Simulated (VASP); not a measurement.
Set up this calculation in VASP 6.6.1, as the native input.

```yaml
Task: single point
Functional: PBE
Potentials_or_basis: VASP PAW PBE potentials, release 64 (Si, O)
Cutoff: 520 eV
k_mesh: 10 × 10 × 10
Occupations: gaussian, width 0.1 eV
Spin: no spin polarisation
Dipole_correction: no
Further_INCAR_settings: ALGO = Normal; EDIFF = 1e-06; NBANDS = 19
```

The structure of Si4O lies in POSCAR:

```
Si4O
1.0
   -2.6712755239      2.6712755239      2.6712755239
    2.6712755239     -2.6712755239      2.6712755239
    2.6712755239      2.6712755239     -2.6712755239
Si O
4 1
Direct
    0.4291596497      0.4291596497      0.4291596497
    0.5708403503      0.0000000000      0.0000000000
    0.0000000000      0.0000000000      0.5708403503
    0.0000000000      0.5708403503      0.0000000000
    0.0000000000      0.0000000000      0.0000000000
```

The input as run:

INCAR

```
SYSTEM = Si4O
ALGO = Normal ; EDIFF = 1E-6
ENCUT = 520 ; GGA = PE
ISIF = 2 ; ISMEAR = 0
LASPH = .True. ; LCHARG = .False.
LREAL = .False. ; LWAVE = .False.
NBANDS = 19 ; NELM = 80
PREC = Accurate ; SIGMA = 0.1
```

KPOINTS

```
k-points
0
Gamma
  10 10 10
  0 0 0
```

Potentials or basis: VASP PAW PBE potentials, release 64 (Si, O).

Command:

```console
$ cat potpaw_PBE.64/Si/POTCAR potpaw_PBE.64/O/POTCAR > POTCAR
$ mpirun -np 1 vasp_std > vasp.out
```

It gave:

```yaml
Pressure: 0.0 GPa
Largest_force: 0.011 eV/Å
Band_gap_on_the_k_mesh: zero (band 11 reaches 8.51 eV, above the bottom of band 12 at 7.27 eV)
```

Wall time 34 s on 1 thread of Intel(R) Xeon(R) Platinum 8488C (Sapphire Rapids), on a shared host, peak memory 0.22 GiB.
